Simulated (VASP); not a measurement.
# Mg2Sn in VASP: further runs

Mg2Sn is run at these levels: LDA; tasks: electric field gradients.

All numbers are computed with VASP 6.6.1; they aren't measurements. Logs are shortened: lines on timing, memory, paths and dates and some standing lists are left out, and cuts for length are marked.

## (1) The cell of the first run

Symmetry: I4/mmm, No. 139, tetragonal system. Conventional cell: a = 4.684 Å, b = 4.684 Å, c = 6.759 Å, α = 90.00°, β = 90.00°, γ = 90.00°. Mg (site symmetry -4m2) has 4 Sn at 2.89 Å and 6 Mg at 3.31 to 3.38 Å within 3.8 Å. Sn (site symmetry 4/mmm) has 8 Mg at 2.89 Å within 3.8 Å.

## (2) Electric field gradients, LDA (equal xx and yy strain of -2 %)

File INCAR:

```
SYSTEM = Mg2Sn
  ALGO = Normal
  EDIFF = 1E-8
  ENCUT = 520
  GGA_COMPAT = .FALSE.
  ISIF = 2
  ISMEAR = -1
  LASPH = .TRUE.
  LCHARG = .FALSE.
  LEFG = .TRUE.
  LREAL = .FALSE.
  LWAVE = .FALSE.
  NBANDS = 16
  NELM = 120
  PREC = Accurate
  SIGMA = 0.08
```

File KPOINTS:

```
k-points
0
G
  11 11 11
  0 0 0
```

File POSCAR:

```
Mg2Sn
1.0
    0.0000000000      3.3119100000      3.3795000000
    3.3119100000      0.0000000000      3.3795000000
    3.3119100000      3.3119100000      0.0000000000
Mg Sn
2 1
Direct
    0.2500000000      0.2500000000      0.2500000000
    0.7500000000      0.7500000000      0.7500000000
    0.0000000000      0.0000000000      0.0000000000
```

Potentials or basis: VASP PAW LDA potentials, release 64 (Mg, Sn_d).

Run with:

```bash
$ cat potpaw_LDA.64/Mg/POTCAR potpaw_LDA.64/Sn_d/POTCAR > POTCAR
$ mpirun -np 1 vasp_std > vasp.out
```

OUTCAR:

```text
SYSTEM = Mg2Sn
   EDIFF = 1E-8
   ENCUT = 520
   ISIF = 2
   ISMEAR = -1
   LASPH = .TRUE.
   LREAL = .FALSE.
   NELM = 120
   PREC = Accurate

 ion  position               nearest neighbor table
   1  0.250  0.250  0.250-   3 2.89   3 2.89   3 2.89   3 2.89   2 3.31   2 3.31   2 3.31   2 3.31
                             2 3.38   2 3.38
   2  0.750  0.750  0.750-   3 2.89   3 2.89   3 2.89   3 2.89   1 3.31   1 3.31   1 3.31   1 3.31
                             1 3.38   1 3.38
   3  0.000  0.000  0.000-   2 2.89   2 2.89   2 2.89   1 2.89   2 2.89   1 2.89   1 2.89   1 2.89

  LATTYP: Found a body centered tetragonal cell.
 ALAT       =     4.6837480394
 C/A-ratio  =     1.4430750636

  Lattice vectors:

 A1 = (  -3.3119100000,   0.0000000000,   3.3795000000)
 A2 = (   3.3119100000,   0.0000000000,   3.3795000000)
 A3 = (   0.0000000000,   3.3119100000,  -3.3795000000)

Analysis of symmetry for initial positions (statically):
=====================================================================
 Subroutine PRICEL returns:
 Original cell was already a primitive cell.

 Routine SETGRP: Setting up the symmetry group for a
 body centered tetragonal supercell.

 Subroutine GETGRP returns: Found 16 space group operations
 (whereof 16 operations were pure point group operations)
 out of a pool of 16 trial point group operations.

The static configuration has the point symmetry D_4h.

Analysis of symmetry for dynamics (positions and initial velocities):
=====================================================================
 Subroutine PRICEL returns:
 Original cell was already a primitive cell.

 Routine SETGRP: Setting up the symmetry group for a
 body centered tetragonal supercell.

 Subroutine GETGRP returns: Found 16 space group operations
 (whereof 16 operations were pure point group operations)
 out of a pool of 16 trial point group operations.

The dynamic configuration has the point symmetry D_4h.

 Subroutine INISYM returns: Found 16 space group operations
 (whereof 16 operations are pure point group operations),
 and found     1 'primitive' translations

----------------------------------------------------------------------------------------

                                     Primitive cell

  volume of cell :      74.1378

  direct lattice vectors                    reciprocal lattice vectors
     0.000000000  3.311910000  3.379500000    -0.150970286  0.150970286  0.147950880
     3.311910000  0.000000000  3.379500000     0.150970286 -0.150970286  0.147950880
     3.311910000  3.311910000  0.000000000     0.150970286  0.150970286 -0.147950880

  length of vectors
     4.731782761  4.731782761  4.683748039     0.259756651  0.259756651  0.259756651

  position of ions in fractional coordinates (direct lattice)
     0.250000000  0.250000000  0.250000000
     0.750000000  0.750000000  0.750000000
     0.000000000  0.000000000  0.000000000

  ion indices of the primitive-cell ions
   primitive index   ion index
                 1           1
                 2           2
                 3           3

----------------------------------------------------------------------------------------

 KPOINTS: k-points

Automatic generation of k-mesh.
 Grid dimensions read from file:
 generate k-points for:   11   11   11

 Generating k-lattice:

  Cartesian coordinates                     Fractional coordinates (reciprocal lattice)
    -0.013724571  0.013724571  0.013450080     0.090909091  0.000000000  0.000000000
     0.013724571 -0.013724571  0.013450080     0.000000000  0.090909091  0.000000000
     0.013724571  0.013724571 -0.013450080    -0.000000000 -0.000000000  0.090909091

  Length of vectors
     0.023614241  0.023614241  0.023614241

  Shift w.r.t. Gamma in fractional coordinates (k-lattice)
     0.000000000  0.000000000  0.000000000

 Subroutine IBZKPT returns following result:
 ===========================================

 Found    126 irreducible k-points:

 Following reciprocal coordinates:
            Coordinates               Weight
  0.000000  0.000000  0.000000      1.000000
  0.090909 -0.000000  0.000000      8.000000
  0.181818 -0.000000  0.000000      8.000000
  0.272727  0.000000  0.000000      8.000000
  0.363636 -0.000000  0.000000      8.000000
  0.454545 -0.000000  0.000000      8.000000
[... 16 lines left out ...]
 -0.272727  0.181818  0.000000      8.000000
 -0.181818  0.181818  0.000000      4.000000
 [... further k-points ...]
   k-points           NKPTS =    126   k-points in BZ     NKDIM =    126   number of bands    NBANDS=     16
   number of dos      NEDOS =    301   number of ions     NIONS =      3
   total plane-waves  NPLWV =  46656
   dimension x,y,z NGX =    36 NGY =   36 NGZ =   36
   dimension x,y,z NGXF=    72 NGYF=   72 NGZF=   72
   ions per type =               2   1
   NGX,Y,Z   is equivalent  to a cutoff of  12.65, 12.65, 12.78 a.u.
   NGXF,Y,Z  is equivalent  to a cutoff of  25.30, 25.30, 25.56 a.u.
 SYSTEM =  Mg2Sn
   PREC   = accura    normal or accurate (medium, high low for compatibility)
   ISTART =      0    job   : 0-new  1-cont  2-samecut
   ICHARG =      2    charge: 1-file 2-atom 10-const
   ISPIN  =      1    spin polarized calculation?
   LNONCOLLINEAR =      F non collinear calculations
   LSORBIT =      F    spin-orbit coupling
   LASPH  =      T    aspherical Exc in radial PAW
   ENCUT  =  520.0 eV  38.22 Ry    6.18 a.u.   8.80  8.80  8.71*2*pi/ulx,y,z
   NELM   =    120;   NELMIN=  2; NELMDL= -5     # of ELM steps
   EDIFF  = 0.1E-07   stopping-criterion for ELM
   LREAL  =      F    real-space projection
   EDIFFG = 0.1E-06   stopping-criterion for IOM
   NSW    =      0    number of steps for IOM
   IBRION =     -1    ionic relax: 0-MD 1-quasi-New 2-CG
   NFREE  =      0    steps in history (QN), initial steepest desc. (CG)
   ISIF   =      2    stress and relaxation
   ISYM   =      2    0-nonsym 1-usesym 2-fastsym
   POTIM  = 0.5000    time-step for ionic-motion
   TEBEG  =    0.0;   TEEND  =   0.0 temperature during run
   PSTRESS=    0.0 pullay stress
   NELECT =      18.0000    total number of electrons
   NUPDOWN=      -1.0000    fix difference up-down
   EMIN   =  10.00;   EMAX   =-10.00  energy-range for DOS
   EFERMI =   0.00;   METHOD = LEGACY
   ISMEAR =    -1;   SIGMA  =   0.08  broadening in eV -4-tet -1-fermi 0-gaus
   EFERMI_NEDOS =   21; number of points for ismear=-14 and -15
   IALGO  =     38    algorithm
   IMIX   =      4    mixing-type and parameters
     AMIX     =   0.40;   BMIX     =  1.00
     AMIX_MAG =   1.60;   BMIX_MAG =  1.00
  volume/ion in A,a.u.               =      24.71       166.77
  Fermi-wavevector in a.u.,A,eV,Ry     =   1.021298  1.929973 14.191553  1.043050
  Thomas-Fermi vector in A             =   2.154915
   LORBIT       =      0    0 simple, 1 ext, 2 COOP (PROOUT), +10 PAW based schemes
   GGA     = CA    functional components
   LHFCALC =     F    Hartree Fock is set to
   AEXX    =    0.0000 exact exchange contribution
   IVDW    =     0    specifies the selected vdW correction
   LEPSILON=     F    determine dielectric tensor
   LRPA    =     F    only Hartree local field effects (RPA)
 non-spin polarized calculation
  energy-cutoff  :      520.00
  volume of cell :       74.14
 maximum number of plane-waves:      2028
   NGX = 17   NGY = 17   NGZ = 17

 number of electron      18.0000005 magnetization

 Free energy of the ion-electron system (eV)
  ---------------------------------------------------
  ext. energy  EPLUGINS =         0.00000000
  ---------------------------------------------------
  free energy    TOTEN  =        -8.93711721 eV

  energy without entropy =       -8.93059079  energy(sigma->0) =       -8.93385400

 E-fermi :   4.3427     XC(G=0):  -9.1301

 val. band max:        4.3063220446   @ k =   0.0000   0.0000   0.0000
 cond. band min:       4.3444423420   @ k =  -0.0909   0.0909   0.0000
 fundamental gap:      0.0381202974
 Fermi energy:         4.3426748902

 k-point     1 :       0.0000    0.0000    0.0000
  band No.  band energies     occupation
      1     -16.5540      2.00000
      2     -16.5540      2.00000
      3     -16.5500      2.00000
      4     -16.5108      2.00000
      5     -16.5059      2.00000
      6      -4.9548      2.00000
[... 433 lines left out ...]
      3     -16.5469      2.00000
      4     -16.5098      2.00000
      5     -16.5062      2.00000
      6      -4.2490      2.00000
[... 8 lines left out ...]
     15      10.5362      0.00000
     16      11.2078      0.00000

 [... further k-points ...]

------------------------ aborting loop because EDIFF is reached ----------------------------------------

  FORCE on cell =-STRESS in cart. coord.  units (eV):
  Direction    XX          YY          ZZ          XY          YZ          ZX
  --------------------------------------------------------------------------------------
  -------------------------------------------------------------------------------------
  Total       -0.0133430     -0.0133430     -0.4966738      0.0000000      0.0000000      0.0000000
  in kB       -0.2883532     -0.2883532    -10.7335246      0.0000000      0.0000000      0.0000000
  external PRESSURE =      -3.7700770 kB  Pullay stress =       0.0000000 kB

 VOLUME and BASIS-vectors are now :
 -----------------------------------------------------------------------------
  energy-cutoff  :      520.00
  volume of cell :       74.14
      direct lattice vectors                 reciprocal lattice vectors
     0.000000000  3.311910000  3.379500000    -0.150970286  0.150970286  0.147950880
     3.311910000  0.000000000  3.379500000     0.150970286 -0.150970286  0.147950880
     3.311910000  3.311910000  0.000000000     0.150970286  0.150970286 -0.147950880

 POSITION                                       TOTAL-FORCE (eV/Angst)
 -----------------------------------------------------------------------------------
      1.65596      1.65596      1.68975         0.000000      0.000000     -0.000000
      4.96786      4.96786      5.06925        -0.000000     -0.000000      0.000000
      0.00000      0.00000      0.00000         0.000000     -0.000000     -0.000000
 -----------------------------------------------------------------------------------
    total drift:                               -0.000000      0.000000      0.000000

  FREE ENERGIE OF THE ION-ELECTRON SYSTEM (eV)
  ---------------------------------------------------
  free  energy   TOTEN  =        -8.9371172141 eV

  energy  without entropy=       -8.9305907850  energy(sigma->0) =       -8.93385400

 Electric field gradients (V/A^2)
---------------------------------------------------------------------
 ion       V_xx      V_yy      V_zz      V_xy      V_xz      V_yz
---------------------------------------------------------------------
   1      -0.135    -0.135     0.270     0.000     0.000     0.000
   2      -0.135    -0.135     0.270     0.000     0.000     0.000
   3      -4.016    -4.016     8.032     0.003     0.002     0.002
---------------------------------------------------------------------

 Electric field gradients after diagonalization (V/A^2)
 (convention: |V_zz| > |V_xx| > |V_yy|)
----------------------------------------------------------------------
 ion       V_xx      V_yy      V_zz     asymmetry (V_yy - V_xx)/ V_zz
----------------------------------------------------------------------
   1      -0.135    -0.135     0.270       0.000
   2      -0.135    -0.135     0.270       0.000
   3      -4.019    -4.013     8.032       0.001
----------------------------------------------------------------------

           NMR quadrupolar parameters

 Cq : quadrupolar parameter    Cq=e*Q*V_zz/h
 eta: asymmetry parameters     (V_yy - V_xx)/ V_zz
 Q  : nuclear electric quadrupole moment in mb (millibarn)
----------------------------------------------------------------------
 ion       Cq(MHz)       eta       Q (mb)
----------------------------------------------------------------------
   1       0.001       0.000       1.000
   2       0.001       0.000       1.000
   3       0.019       0.001       1.000
----------------------------------------------------------------------
```

It took 48 s on 1 thread of Intel Xeon 6975P-C (Granite Rapids), shared host; peak memory 0.28 GiB.

Results:

```yaml
Free_energy: -8.9371 eV
Pressure: -0.4 GPa
Band_gap_on_the_k_mesh: zero (bands 9 and 10 overlap by 0.19 eV)
Largest_electric_field_gradient_by_atom: Mg +0.3; Sn +8.0 V/Å²
```

Stress tensor (GPa, compression positive):
```
-0.03  0.00  0.00
 0.00 -0.03  0.00
 0.00  0.00 -1.07
```

Electric field gradients, principal values (V/Å²):
```csv
atom,least,middle,greatest (by size)
1 Mg,-0.135,-0.135,0.270
2 Mg,-0.135,-0.135,0.270
3 Sn,-4.013,-4.019,8.032
```

Caveat: the cell differs from its parent crystal (equal xx and yy strain of -2 %); without QUAD_EFG the Cq values of the log hold for a quadrupole moment of 1 mb, not for the nuclei; spin-orbit coupling is left out, which moves the levels of the heavy elements.

(Part 1 of 3 ends here.)
